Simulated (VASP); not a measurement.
# Cr (Im-3m) in VASP: a series of runs

Runs on Cr. Level: LDA. Tasks: single point.

Program: VASP 6.6.1. These are calculated values, not measurements. Logs are shortened: lines on timing, memory, paths and dates and some standing lists are left out, and cuts for length are marked.

## Step 1: The cell of the first run

The structure is cubic, space group Im-3m (No. 229). Conventional cell: a = 2.896 Å, b = 2.896 Å, c = 2.896 Å, α = 90.00°, β = 90.00°, γ = 90.00°. Within 3.3 Å of Cr (site symmetry m-3m) lie 14 Cr at 2.51 to 2.90 Å.

## Step 2: Single point, LDA (volume scaled by 1.12)

The input, INCAR:

```
PREC = Accurate
ENCUT = 520
EDIFF = 1E-6
ISMEAR = -1
SIGMA = 0.1
LREAL = F
LASPH = T
NELM = 100
ALGO = Normal
ISIF = 2
LWAVE = F
LCHARG = F
NBANDS = 12
```

The input, KPOINTS:

```
Automatic mesh
0
Gamma
  26 26 26
```

The input, POSCAR:

```
Cr
1.0
   -1.4479254302      1.4479254302      1.4479254302
    1.4479254302     -1.4479254302      1.4479254302
    1.4479254302      1.4479254302     -1.4479254302
Cr
1
Direct
    0.0000000000      0.0000000000      0.0000000000
```

Potentials or basis: VASP PAW LDA potentials, release 64 (Cr_pv).

Run with:

```bash
$ cat potpaw_LDA.64/Cr_pv/POTCAR > POTCAR
$ mpirun -np 1 vasp_std > vasp.out
```

OUTCAR:

```text
PREC = Accurate
   ENCUT = 520
   EDIFF = 1E-6
   ISMEAR = -1
   LREAL = F
   LASPH = T
   NELM = 100
   ISIF = 2

 ion  position               nearest neighbor table
   1  0.000  0.000  0.000-

  LATTYP: Found a body centered cubic cell.
 ALAT       =     2.8958508604

  Lattice vectors:

 A1 = (  -1.4479254302,   1.4479254302,   1.4479254302)
 A2 = (   1.4479254302,  -1.4479254302,   1.4479254302)
 A3 = (   1.4479254302,   1.4479254302,  -1.4479254302)

Analysis of symmetry for initial positions (statically):
=====================================================================
 Subroutine PRICEL returns:
 Original cell was already a primitive cell.

 Routine SETGRP: Setting up the symmetry group for a
 body centered cubic supercell.

 Subroutine GETGRP returns: Found 48 space group operations
 (whereof 48 operations were pure point group operations)
 out of a pool of 48 trial point group operations.

The static configuration has the point symmetry O_h .

Analysis of symmetry for dynamics (positions and initial velocities):
=====================================================================
 Subroutine PRICEL returns:
 Original cell was already a primitive cell.

 Routine SETGRP: Setting up the symmetry group for a
 body centered cubic supercell.

 Subroutine GETGRP returns: Found 48 space group operations
 (whereof 48 operations were pure point group operations)
 out of a pool of 48 trial point group operations.

The dynamic configuration has the point symmetry O_h .

 Subroutine INISYM returns: Found 48 space group operations
 (whereof 48 operations are pure point group operations),
 and found     1 'primitive' translations

----------------------------------------------------------------------------------------

                                     Primitive cell

  volume of cell :      12.1422

  direct lattice vectors                    reciprocal lattice vectors
    -1.447925430  1.447925430  1.447925430     0.000000000  0.345321651  0.345321651
     1.447925430 -1.447925430  1.447925430     0.345321651  0.000000000  0.345321651
     1.447925430  1.447925430 -1.447925430     0.345321651  0.345321651  0.000000000

  length of vectors
     2.507880411  2.507880411  2.507880411     0.488358562  0.488358562  0.488358562

  position of ions in fractional coordinates (direct lattice)
     0.000000000  0.000000000  0.000000000

  ion indices of the primitive-cell ions
   primitive index   ion index
                 1           1

----------------------------------------------------------------------------------------

 KPOINTS: Automatic mesh

Automatic generation of k-mesh.
 Grid dimensions read from file:
 generate k-points for:   26   26   26

 Generating k-lattice:

  Cartesian coordinates                     Fractional coordinates (reciprocal lattice)
     0.000000000  0.013281602  0.013281602     0.038461538  0.000000000  0.000000000
     0.013281602  0.000000000  0.013281602     0.000000000  0.038461538  0.000000000
     0.013281602  0.013281602  0.000000000     0.000000000  0.000000000  0.038461538

  Length of vectors
     0.018783022  0.018783022  0.018783022

  Shift w.r.t. Gamma in fractional coordinates (k-lattice)
     0.000000000  0.000000000  0.000000000

 Subroutine IBZKPT returns following result:
 ===========================================

 Found    511 irreducible k-points:

 Following reciprocal coordinates:
            Coordinates               Weight
  0.000000  0.000000  0.000000      1.000000
  0.038462  0.000000  0.000000     12.000000
  0.076923  0.000000  0.000000     12.000000
  0.115385  0.000000  0.000000     12.000000
  0.153846  0.000000  0.000000     12.000000
  0.192308  0.000000  0.000000     12.000000
[... 16 lines left out ...]
  0.346154  0.038462  0.000000     48.000000
  0.384615  0.038462  0.000000     48.000000
 [... further k-points ...]
   k-points           NKPTS =    511   k-points in BZ     NKDIM =    511   number of bands    NBANDS=     12
   number of dos      NEDOS =    301   number of ions     NIONS =      1
   total plane-waves  NPLWV =   8000
   dimension x,y,z NGX =    20 NGY =   20 NGZ =   20
   dimension x,y,z NGXF=    40 NGYF=   40 NGZF=   40
   ions per type =               1
   NGX,Y,Z   is equivalent  to a cutoff of  13.26, 13.26, 13.26 a.u.
   NGXF,Y,Z  is equivalent  to a cutoff of  26.52, 26.52, 26.52 a.u.
 SYSTEM =  unknown system
   PREC   = accura    normal or accurate (medium, high low for compatibility)
   ISTART =      0    job   : 0-new  1-cont  2-samecut
   ICHARG =      2    charge: 1-file 2-atom 10-const
   ISPIN  =      1    spin polarized calculation?
   LNONCOLLINEAR =      F non collinear calculations
   LSORBIT =      F    spin-orbit coupling
   LASPH  =      T    aspherical Exc in radial PAW
   ENCUT  =  520.0 eV  38.22 Ry    6.18 a.u.   4.66  4.66  4.66*2*pi/ulx,y,z
   NELM   =    100;   NELMIN=  2; NELMDL= -5     # of ELM steps
   EDIFF  = 0.1E-05   stopping-criterion for ELM
   LREAL  =      F    real-space projection
   EDIFFG = 0.1E-04   stopping-criterion for IOM
   NSW    =      0    number of steps for IOM
   IBRION =     -1    ionic relax: 0-MD 1-quasi-New 2-CG
   NFREE  =      0    steps in history (QN), initial steepest desc. (CG)
   ISIF   =      2    stress and relaxation
   ISYM   =      2    0-nonsym 1-usesym 2-fastsym
   POTIM  = 0.5000    time-step for ionic-motion
   TEBEG  =    0.0;   TEEND  =   0.0 temperature during run
   PSTRESS=    0.0 pullay stress
   NELECT =      12.0000    total number of electrons
   NUPDOWN=      -1.0000    fix difference up-down
   EMIN   =  10.00;   EMAX   =-10.00  energy-range for DOS
   EFERMI =   0.00;   METHOD = LEGACY
   ISMEAR =    -1;   SIGMA  =   0.10  broadening in eV -4-tet -1-fermi 0-gaus
   EFERMI_NEDOS =   21; number of points for ismear=-14 and -15
   IALGO  =     38    algorithm
   IMIX   =      4    mixing-type and parameters
     AMIX     =   0.40;   BMIX     =  1.00
     AMIX_MAG =   1.60;   BMIX_MAG =  1.00
  volume/ion in A,a.u.               =      12.14        81.94
  Fermi-wavevector in a.u.,A,eV,Ry     =   1.630681  3.081541 36.179538  2.659121
  Thomas-Fermi vector in A             =   2.722942
   LORBIT       =      0    0 simple, 1 ext, 2 COOP (PROOUT), +10 PAW based schemes
   GGA     = CA    functional components
   LHFCALC =     F    Hartree Fock is set to
   AEXX    =    0.0000 exact exchange contribution
   IVDW    =     0    specifies the selected vdW correction
   LEPSILON=     F    determine dielectric tensor
   LRPA    =     F    only Hartree local field effects (RPA)
 non-spin polarized calculation
  energy-cutoff  :      520.00
  volume of cell :       12.14
 maximum number of plane-waves:       341
   NGX =  9   NGY =  9   NGZ =  9

 number of electron      11.9999993 magnetization

 Free energy of the ion-electron system (eV)
  ---------------------------------------------------
  ext. energy  EPLUGINS =         0.00000000
  ---------------------------------------------------
  free energy    TOTEN  =       -10.52145972 eV

  energy without entropy =      -10.49425892  energy(sigma->0) =      -10.50785932

 E-fermi :  10.0748     XC(G=0): -13.7113

 val. band max:       10.0716669619   @ k =  -0.3077   0.3077   0.2692
 cond. band min:      10.0755508136   @ k =  -0.3846   0.4231   0.2692
 fundamental gap:      0.0038838517
 Fermi energy:        10.0747687214

 k-point     1 :       0.0000    0.0000    0.0000
  band No.  band energies     occupation
      1     -32.3089      2.00000
      2     -32.3089      2.00000
      3     -32.3089      2.00000
      4       2.4795      2.00000
      5       9.2318      1.99956
      6       9.2318      1.99956
      7       9.2318      1.99956
      8      11.1015      0.00007
      9      11.1015      0.00007
     10      15.4019      0.00000
     11      32.0455      0.00000
     12      32.0455      0.00000

 k-point     2 :       0.0385    0.0000    0.0000
  band No.  band energies     occupation
      1     -32.3211      2.00000
      2     -32.3127      2.00000
      3     -32.3090      2.00000
      4       2.5421      2.00000
      5       9.2082      1.99966
      6       9.2286      1.99958
      7       9.2734      1.99934
      8      11.0746      0.00009
      9      11.1031      0.00007
     10      15.4019      0.00000
     11      31.8799      0.00000
     12      32.0273      0.00000

 k-point     3 :       0.0769    0.0000    0.0000
  band No.  band energies     occupation
      1     -32.3570      2.00000
      2     -32.3238      2.00000
      3     -32.3091      2.00000
      4       2.7277      2.00000
      5       9.1393      1.99983
      6       9.2153      1.99963
      7       9.3968      1.99773
      8      11.0025      0.00019
      9      11.1083      0.00006
     10      15.4018      0.00000
     11      31.3984      0.00000
     12      31.9444      0.00000
[... 286 lines left out ...]
 k-point    23 :       0.3462    0.0385    0.0000
  band No.  band energies     occupation
      1     -32.9824      2.00000
      2     -32.5247      2.00000
      3     -32.3175      2.00000
      4       5.8261      2.00000
      5       8.0146      2.00000
      6       9.5375      1.99076
      7      11.0165      0.00016
      8      11.3635      0.00001
      9      12.1133      0.00000
     10      15.4006      0.00000
     11      22.1683      0.00000
     12      27.6748      0.00000

 k-point    24 :       0.3846    0.0385    0.0000
  band No.  band energies     occupation
      1     -33.0436      2.00000
      2     -32.5454      2.00000
      3     -32.3179      2.00000
      4       5.9128      2.00000
      5       7.9100      2.00000
      6      10.0459      1.14357
      7      11.0877      0.00008
      8      11.4274      0.00000
      9      12.4687      0.00000
     10      15.4001      0.00000
     11      20.9770      0.00000
     12      27.2494      0.00000

 [... further k-points ...]

------------------------ aborting loop because EDIFF is reached ----------------------------------------

  FORCE on cell =-STRESS in cart. coord.  units (eV):
  Direction    XX          YY          ZZ          XY          YZ          ZX
  --------------------------------------------------------------------------------------
  -------------------------------------------------------------------------------------
  Total       -2.0219106     -2.0219106     -2.0219106      0.0000000     -0.0000000      0.0000000
  in kB     -266.7927050   -266.7927050   -266.7927050      0.0000000     -0.0000000      0.0000000
  external PRESSURE =    -266.7927050 kB  Pullay stress =       0.0000000 kB

 VOLUME and BASIS-vectors are now :
 -----------------------------------------------------------------------------
  energy-cutoff  :      520.00
  volume of cell :       12.14
      direct lattice vectors                 reciprocal lattice vectors
    -1.447925430  1.447925430  1.447925430     0.000000000  0.345321651  0.345321651
     1.447925430 -1.447925430  1.447925430     0.345321651  0.000000000  0.345321651
     1.447925430  1.447925430 -1.447925430     0.345321651  0.345321651  0.000000000

 POSITION                                       TOTAL-FORCE (eV/Angst)
 -----------------------------------------------------------------------------------
      0.00000      0.00000      0.00000         0.000000      0.000000      0.000000
 -----------------------------------------------------------------------------------
    total drift:                                0.000000      0.000000      0.000000

  FREE ENERGIE OF THE ION-ELECTRON SYSTEM (eV)
  ---------------------------------------------------
  free  energy   TOTEN  =       -10.5214597231 eV

  energy  without entropy=      -10.4942589224  energy(sigma->0) =      -10.50785932
```

Wall time 36 s (1 thread of Intel Xeon Platinum 8488C (Sapphire Rapids), shared host); peak memory 0.18 GiB.

What came out:

| Property | Result |
| --- | --- |
| Free energy | -10.5215 eV |
| Pressure | -26.7 GPa |
| Band gap on the k mesh | zero (band 6 reaches 12.39 eV, above the bottom of band 7 at 9.23 eV) |

Levels at points of the mesh, in eV from the Fermi level:
```
           k point  band 4  band 5  band 6  band 7  band 8  band 9
(0.00, 0.00, 0.00)   -7.60   -0.84   -0.84   -0.84    1.03    1.03
(0.50, 0.00, 0.00)   -4.18   -2.29    1.04    1.10    1.33    2.68
(0.50, 0.50, 0.50)   -4.04   -4.04    2.32    2.32    2.32    5.32
```

Caveat: the cell differs from its parent crystal (volume scaled by 1.12); the run has no spin polarisation, though such a crystal can be magnetic. Spin polarisation is off, so any magnetic state and its effect on volume and gap are missing.

## Step 3: Single point, LDA, collinear spin, ferromagnetic start

This run uses another cell than the first one, of 10.83 Å³/atom, 0.892 times its volume.

The input, INCAR:

```
ALGO = Normal
EDIFF = 1E-6
ENCUT = 520
GGA = CA
ISIF = 2
ISMEAR = -1
ISPIN = 2
LASPH = T
LCHARG = T
LELF = T
LMAXMIX = 4
LORBIT = 11
LREAL = F
LVHAR = T
LWAVE = F
MAGMOM = 1.5
NBANDS = 16
NELM = 150
PREC = Accurate
SIGMA = 0.05
```

The input, KPOINTS:

```
k-points
0
Gamma
  26 26 26
```

The input, POSCAR:

```
Cr
1.0
   -1.3938677001      1.3938677001      1.3938677001
    1.3938677001     -1.3938677001      1.3938677001
    1.3938677001      1.3938677001     -1.3938677001
Cr
1
Direct
    0.0000000000      0.0000000000      0.0000000000
```

Potentials or basis: VASP PAW LDA potentials, release 64 (Cr_pv).

Run with:

```bash
$ cat potpaw_LDA.64/Cr_pv/POTCAR > POTCAR
$ mpirun -np 1 vasp_std > vasp.out
```

OUTCAR:

```text
EDIFF = 1E-6
   ENCUT = 520
   GGA = CA
   ISIF = 2
   ISMEAR = -1
   ISPIN = 2
   LASPH = T
   LORBIT = 11
   LREAL = F
   NELM = 150
   PREC = Accurate

 ion  position               nearest neighbor table
   1  0.000  0.000  0.000-

  LATTYP: Found a body centered cubic cell.
 ALAT       =     2.7877354002

  Lattice vectors:

 A1 = (  -1.3938677001,   1.3938677001,   1.3938677001)
 A2 = (   1.3938677001,  -1.3938677001,   1.3938677001)
 A3 = (   1.3938677001,   1.3938677001,  -1.3938677001)

Analysis of symmetry for initial positions (statically):
=====================================================================
 Subroutine PRICEL returns:
 Original cell was already a primitive cell.

 Routine SETGRP: Setting up the symmetry group for a
 body centered cubic supercell.

 Subroutine GETGRP returns: Found 48 space group operations
 (whereof 48 operations were pure point group operations)
 out of a pool of 48 trial point group operations.

The static configuration has the point symmetry O_h .

Analysis of symmetry for dynamics (positions and initial velocities):
[... 639 lines left out ...]

 spin component 2

 k-point     1 :       0.0000    0.0000    0.0000
  band No.  band energies     occupation
      1     -30.4971      1.00000
      2     -30.4971      1.00000
      3     -30.4971      1.00000
      4       3.7366      1.00000
      5      10.7376      1.00000
      6      10.7376      1.00000
[... 435 lines left out ...]
      5       9.1824      1.00000
      6      11.8587      0.09844
[... 8 lines left out ...]
     15      42.0763      0.00000
     16      44.8667      0.00000

 [... further k-points ...]

------------------------ aborting loop because EDIFF is reached ----------------------------------------

  FORCE on cell =-STRESS in cart. coord.  units (eV):
  Direction    XX          YY          ZZ          XY          YZ          ZX
  --------------------------------------------------------------------------------------
  -------------------------------------------------------------------------------------
  Total        0.0163021      0.0163021      0.0163021      0.0000000     -0.0000000      0.0000000
  in kB        2.4111854      2.4111854      2.4111854      0.0000000     -0.0000000      0.0000000
  external PRESSURE =       2.4111854 kB  Pullay stress =       0.0000000 kB

 VOLUME and BASIS-vectors are now :
 -----------------------------------------------------------------------------
  energy-cutoff  :      520.00
  volume of cell :       10.83
      direct lattice vectors                 reciprocal lattice vectors
    -1.393867700  1.393867700  1.393867700     0.000000000  0.358714102  0.358714102
     1.393867700 -1.393867700  1.393867700     0.358714102  0.000000000  0.358714102
     1.393867700  1.393867700 -1.393867700     0.358714102  0.358714102  0.000000000

 POSITION                                       TOTAL-FORCE (eV/Angst)
 -----------------------------------------------------------------------------------
      0.00000      0.00000      0.00000         0.000000      0.000000      0.000000
 -----------------------------------------------------------------------------------
    total drift:                                0.000000     -0.000000      0.000000

  FREE ENERGIE OF THE ION-ELECTRON SYSTEM (eV)
  ---------------------------------------------------
  free  energy   TOTEN  =       -10.6311069639 eV

  energy  without entropy=      -10.6249606983  energy(sigma->0) =      -10.62803383

 total charge

# of ion       s       p       d       tot
------------------------------------------
    1        0.449   6.440   4.318  11.207

 magnetization (x)

# of ion       s       p       d       tot
------------------------------------------
    1        0.000  -0.000  -0.000  -0.000
```

Wall time 4.8 min (1 thread of AMD EPYC 7R13, shared host); peak memory 0.2 GiB.

What came out:

| Quantity | Value |
| --- | --- |
| Free energy | -10.6311 eV |
| Pressure | 0.2 GPa |
| Band gap on the k mesh | zero (filled and empty bands overlap) |
| Net moment | 0.00 μB per cell |
| Valence electrons inside the program's atomic spheres | Cr 11.21 |

Levels at points of the mesh, in eV from the Fermi level:
Spin up:
```csv
k point,band 3,band 4,band 5,band 6,band 7,band 8,band 9,band 10
"(0.00, 0.00, 0.00)",-42.25,-8.01,-1.01,-1.01,-1.01,1.17,1.17,5.38
"(0.50, 0.00, 0.00)",-42.26,-4.77,-2.71,1.21,1.38,1.55,3.13,5.38
"(0.50, 0.50, 0.50)",-43.03,-4.77,-4.77,2.70,2.70,2.70,5.38,11.21
```
Spin down:
```csv
k point,band 3,band 4,band 5,band 6,band 7,band 8,band 9,band 10
"(0.00, 0.00, 0.00)",-42.25,-8.01,-1.01,-1.01,-1.01,1.17,1.17,5.38
"(0.50, 0.00, 0.00)",-42.26,-4.77,-2.71,1.21,1.38,1.55,3.13,5.38
"(0.50, 0.50, 0.50)",-43.03,-4.77,-4.77,2.70,2.70,2.70,5.38,11.21
```

Caveat: the starting moments collapsed, and a magnetic state may lie lower.

(Part 1 of 2 ends here.)
